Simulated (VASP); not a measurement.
The system is Cu.

```
Cu
1.0
     0.00000    1.82500    1.82500
     1.82500    0.00000    1.82500
     1.82500    1.82500    0.00000
Cu
1
Cartesian
  0.0000 0.0000 0.0000
```

```yaml
Program: VASP 6.6.1
Task: relaxation of cell and atoms
Functional: RPBE
Potentials_or_basis: VASP PAW PBE potentials, release 64 (Cu)
Cutoff: 600 eV
k_mesh: 16 × 16 × 16
Occupations: gaussian, width 0.1 eV
Spin: no spin polarisation
```

At the start: pressure 3.2 GPa; volume 12.16 Å³/atom.

Q: Where does the relaxation end?

A: Over 4 steps the energy falls by 2.9 meV/atom and the volume is 12.46 Å³/atom (+2.5 %); space group Fm-3m (No. 225, to 0.05 Å).

The path:
| step | energy change (eV) | largest force (eV/Å) | pressure (GPa) | volume (Å³) |
| --- | --- | --- | --- | --- |
| 1 | 0.0000 | 0.0000 | 3.18 | 12.16 |
| 2 | -0.0024 | 0.0000 | -1.20 | 12.59 |
| 3 | -0.0029 | 0.0000 | 0.04 | 12.46 |
| 4 | -0.0029 | 0.0000 | -0.01 | 12.46 |

Final structure:
```yaml
crystal:
  lattice:
    - [0.00000, 1.84027, 1.84027]
    - [1.84027, 0.00000, 1.84027]
    - [1.84027, 1.84027, 0.00000]
  atoms:
    - { symbol: Cu, position: [0.00000, 0.00000, 0.00000] }
```

Caveat: the PAW data sets were made with another functional, which shifts forces and pressure a little.
